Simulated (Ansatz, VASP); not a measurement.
**Two plane-wave programs on In**

```xyz
2
Lattice="-4.1478 4.1185 1.6978 4.1185 -4.1478 1.6978 2.2892 2.2892 -1.7515" Properties=species:S:1:pos:R:3 pbc="T T T"
In   -1.8519    6.4010   -0.0537
In   -0.9434    3.2033    0.8221
```

Alike in both runs: task single point; functional revPBE; k mesh 13 × 13 × 11; occupations fermi-dirac, width 0.1 eV; no spin polarisation.

```csv
,VASP,Ansatz
version,VASP 6.6.1,Ansatz 0.2.0
potentials or method,"VASP PAW PBE potentials, release 64 (In_d), cutoff 520 eV","plane waves (420 eV) with PAW, scalar-relativistic"
valence electrons in the cell,26,26
```

|  | VASP | Ansatz | Ansatz less VASP |
| --- | --- | --- | --- |
| pressure (GPa) | -2.6 | -2.6 | +0.05 |
| traceless stress, the component that is largest in VASP (GPa) | 0.17 | 0.17 | +0.001 |

VASP's potentials were made for PBE, not for revPBE. With one functional, cell and mesh, what is left measures potentials, basis and numerics.
